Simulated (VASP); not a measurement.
# PmS2 (Fm-3m) in VASP: single point with PBE

Aim: the single point of PmS2 with PBE.

Everything below comes from runs of VASP 6.6.1. Logs are shortened: lines on timing, memory, paths and dates and some standing lists are left out, and cuts for length are marked.

## 1. The cell of the first run

It takes space group Fm-3m (No. 225, cubic). Conventional cell: a = 6.714 Å, b = 6.714 Å, c = 6.714 Å, α = 90.00°, β = 90.00°, γ = 90.00°. Pm (site symmetry m-3m) has 8 S at 2.91 Å within 3.8 Å. Within 3.8 Å of S (site symmetry -43m) lie 4 Pm at 2.91 Å and 6 S at 3.36 Å.

## 2. Single point, PBE, collinear spin, ferromagnetic start

File INCAR:

```
  PREC = Accurate
  ENCUT = 520
  EDIFF = 1E-7
  ISMEAR = 0
  SIGMA = 0.05
  LREAL = False
  LASPH = True
  NELM = 150
  ALGO = Normal
  ISIF = 2
  LWAVE = False
  LCHARG = False
  ISPIN = 2
  MAGMOM = 4 0 0
  LORBIT = 11
  LMAXMIX = 6
  GGA = PE
  NBANDS = 24
```

File KPOINTS:

```
Automatic mesh
0
Gamma
  10 10 10
```

File POSCAR:

```
PmS2
1.0
    0.0000000000      3.3571994393      3.3571994393
    3.3571994393      0.0000000000      3.3571994393
    3.3571994393      3.3571994393      0.0000000000
Pm S
1 2
Direct
    0.0000000000      0.0000000000      0.0000000000
    0.2500000000      0.2500000000      0.2500000000
    0.7500000000      0.7500000000      0.7500000000
```

Potentials or basis: VASP PAW PBE potentials, release 64 (Pm, S).

Run with:

```
> cat potpaw_PBE.64/Pm/POTCAR potpaw_PBE.64/S/POTCAR > POTCAR
> mpirun -np 1 vasp_std > vasp.out
```

OUTCAR:

```text
PREC = Accurate
   ENCUT = 520
   EDIFF = 1E-7
   ISMEAR = 0
   LREAL = False
   LASPH = True
   NELM = 150
   ISIF = 2
   ISPIN = 2
   LORBIT = 11
   GGA = PE

 ion  position               nearest neighbor table
   1  0.000  0.000  0.000-   3 2.91   3 2.91   3 2.91   2 2.91   2 2.91   2 2.91   3 2.91   2 2.91

   2  0.250  0.250  0.250-   1 2.91   1 2.91   1 2.91   1 2.91
   3  0.750  0.750  0.750-   1 2.91   1 2.91   1 2.91   1 2.91

  LATTYP: Found a face centered cubic cell.
 ALAT       =     6.7143988786

  Lattice vectors:

 A1 = (   0.0000000000,   3.3571994393,   3.3571994393)
 A2 = (   3.3571994393,   0.0000000000,   3.3571994393)
 A3 = (   3.3571994393,   3.3571994393,   0.0000000000)

Analysis of symmetry for initial positions (statically):
=====================================================================
 Subroutine PRICEL returns:
 Original cell was already a primitive cell.

 Routine SETGRP: Setting up the symmetry group for a
 face centered cubic supercell.

 Subroutine GETGRP returns: Found 48 space group operations
 (whereof 48 operations were pure point group operations)
 out of a pool of 48 trial point group operations.

The static configuration has the point symmetry O_h .

Analysis of symmetry for dynamics (positions and initial velocities):
=====================================================================
 Subroutine PRICEL returns:
 Original cell was already a primitive cell.

 Routine SETGRP: Setting up the symmetry group for a
 face centered cubic supercell.

 Subroutine GETGRP returns: Found 48 space group operations
 (whereof 48 operations were pure point group operations)
 out of a pool of 48 trial point group operations.

The dynamic configuration has the point symmetry O_h .

Analysis of structural, dynamic, and magnetic symmetry:
=====================================================================
 Subroutine PRICEL returns:
 Original cell was already a primitive cell.

 Routine SETGRP: Setting up the symmetry group for a
 face centered cubic supercell.

 Subroutine GETGRP returns: Found 48 space group operations
 (whereof 48 operations were pure point group operations)
 out of a pool of 48 trial point group operations.

The overall configuration has the point symmetry O_h .

 Subroutine INISYM returns: Found 48 space group operations
 (whereof 48 operations are pure point group operations),
 and found     1 'primitive' translations

[... 117 lines left out ...]
  volume/ion in A,a.u.               =      25.23       170.23
  Fermi-wavevector in a.u.,A,eV,Ry     =   1.161116  2.194191 18.343244  1.348190
  Thomas-Fermi vector in A             =   2.297691
   LORBIT       =     11    0 simple, 1 ext, 2 COOP (PROOUT), +10 PAW based schemes
   GGA     = PE    functional components
   LHFCALC =     F    Hartree Fock is set to
   AEXX    =    0.0000 exact exchange contribution
   IVDW    =     0    specifies the selected vdW correction
   LEPSILON=     F    determine dielectric tensor
   LRPA    =     F    only Hartree local field effects (RPA)
 spin polarized calculation
 Gauss-broadening in eV      SIGMA  =   0.05
  energy-cutoff  :      520.00
  volume of cell :       75.68
 maximum number of plane-waves:      2085
   NGX = 17   NGY = 17   NGZ = 17

 number of electron      26.9999998 magnetization       3.4907581

 Free energy of the ion-electron system (eV)
  ---------------------------------------------------
  ext. energy  EPLUGINS =         0.00000000
  ---------------------------------------------------
  free energy    TOTEN  =       -20.10010579 eV

  energy without entropy =      -20.08885078  energy(sigma->0) =      -20.09447829

 E-fermi :   3.7501     XC(G=0):  -9.4345

 val. band max:        3.7499193105   @ k =   0.2000   0.2000   0.0000
 cond. band min:       3.7504705033   @ k =  -0.4000   0.2000   0.0000
 fundamental gap:      0.0005511928
 Fermi energy:         3.7500959946

 spin component 1

 k-point     1 :       0.0000    0.0000    0.0000
  band No.  band energies     occupation
      1     -34.2366      1.00000
      2     -14.4621      1.00000
      3     -14.4621      1.00000
      4     -14.4621      1.00000
      5      -8.2052      1.00000
      6      -6.2792      1.00000
[... 637 lines left out ...]
     23       9.7159      0.00000
     24      10.0648      0.00000

 [... further k-points ...]

 spin component 2

 k-point     1 :       0.0000    0.0000    0.0000
  band No.  band energies     occupation
      1     -32.3457      1.00000
      2     -13.1338      1.00000
      3     -13.1338      1.00000
      4     -13.1338      1.00000
      5      -8.4676      1.00000
      6      -6.6138      1.00000
[... 637 lines left out ...]
     23      10.0858      0.00000
     24      10.4837      0.00000

 [... further k-points ...]
[... 5 lines left out ...]
  --------------------------------------------------------------------------------------
  -------------------------------------------------------------------------------------
  Total       -1.2382377     -1.2382377     -1.2382377      0.0000000      0.0000000     -0.0000000
  in kB      -26.2151999    -26.2151999    -26.2151999      0.0000000      0.0000000     -0.0000000
  external PRESSURE =     -26.2151999 kB  Pullay stress =       0.0000000 kB

 VOLUME and BASIS-vectors are now :
 -----------------------------------------------------------------------------
  energy-cutoff  :      520.00
  volume of cell :       75.68
      direct lattice vectors                 reciprocal lattice vectors
     0.000000000  3.357199439  3.357199439    -0.148933660  0.148933660  0.148933660
     3.357199439  0.000000000  3.357199439     0.148933660 -0.148933660  0.148933660
     3.357199439  3.357199439  0.000000000     0.148933660  0.148933660 -0.148933660

 POSITION                                       TOTAL-FORCE (eV/Angst)
 -----------------------------------------------------------------------------------
      0.00000      0.00000      0.00000         0.000000      0.000000      0.000000
      1.67860      1.67860      1.67860        -0.000000      0.000000      0.000000
      5.03580      5.03580      5.03580         0.000000     -0.000000     -0.000000
 -----------------------------------------------------------------------------------
    total drift:                               -0.000000      0.000000      0.000000

  FREE ENERGIE OF THE ION-ELECTRON SYSTEM (eV)
  ---------------------------------------------------
  free  energy   TOTEN  =       -20.1001057921 eV

  energy  without entropy=      -20.0888507809  energy(sigma->0) =      -20.09447829

 total charge

# of ion       s       p       d       f       tot
--------------------------------------------------
    1        2.001   5.575   0.426   4.204  12.206
    2        1.350   2.346   0.000   0.000   3.695
    3        1.350   2.346   0.000   0.000   3.695
--------------------------------------------------
tot          4.700  10.266   0.426   4.204  19.596

 magnetization (x)

# of ion       s       p       d       f       tot
--------------------------------------------------
    1       -0.014  -0.003   0.023   4.023   4.029
    2       -0.010  -0.211   0.000   0.000  -0.221
    3       -0.010  -0.211   0.000   0.000  -0.221
--------------------------------------------------
tot         -0.035  -0.424   0.023   4.023   3.587
```

OSZICAR:

```text
N       E                     dE             d eps       ncg     rms          rms(c)
DAV:   1     0.227135823281E+03    0.22714E+03   -0.11015E+04  4544   0.143E+03
DAV:   2     0.167951103553E+02   -0.21034E+03   -0.18379E+03  5376   0.271E+02
DAV:   3    -0.191741004888E+02   -0.35969E+02   -0.33760E+02  6232   0.116E+02
[... 17 lines left out ...]
DAV:  21    -0.201000976016E+02   -0.77931E-04   -0.74994E-05  6840   0.104E-01    0.859E-02
DAV:  22    -0.201001131094E+02   -0.15508E-04   -0.93321E-06  6360   0.308E-02    0.861E-02
DAV:  23    -0.201001055902E+02    0.75192E-05   -0.33073E-06  7072   0.260E-02    0.302E-02
DAV:  24    -0.201001056821E+02   -0.91982E-07   -0.17268E-06  7008   0.188E-02    0.816E-03
DAV:  25    -0.201001058584E+02   -0.17628E-06   -0.20686E-07  4872   0.370E-03    0.643E-03
DAV:  26    -0.201001057921E+02    0.66338E-07   -0.61943E-08  3936   0.356E-03
   1 F= -.20100106E+02 E0= -.20094478E+02  d E =-.112550E-01  mag=     3.4908
```

It took 3.5 min on 1 thread of Intel Xeon Platinum 8375C at 2.90GHz (Ice Lake), shared host; peak memory 0.33 GiB.

What came out:

```yaml
Free_energy: -20.1001 eV
Pressure: -2.6 GPa
Net_moment: 3.49 μB per cell
Site_moments: Pm +4.03; S -0.22 μB
Valence_electrons_inside_the_program's_atomic_spheres: Pm 12.21; S 3.69
```

Caveat: the magnetic or orbital state may not be the lowest; spin-orbit coupling is left out, which moves the levels of the heavy elements; without U or exact exchange the open f shell lies at the Fermi level, which spoils levels, moments and volumes. The state reached can hang on the start; a lower one may exist.
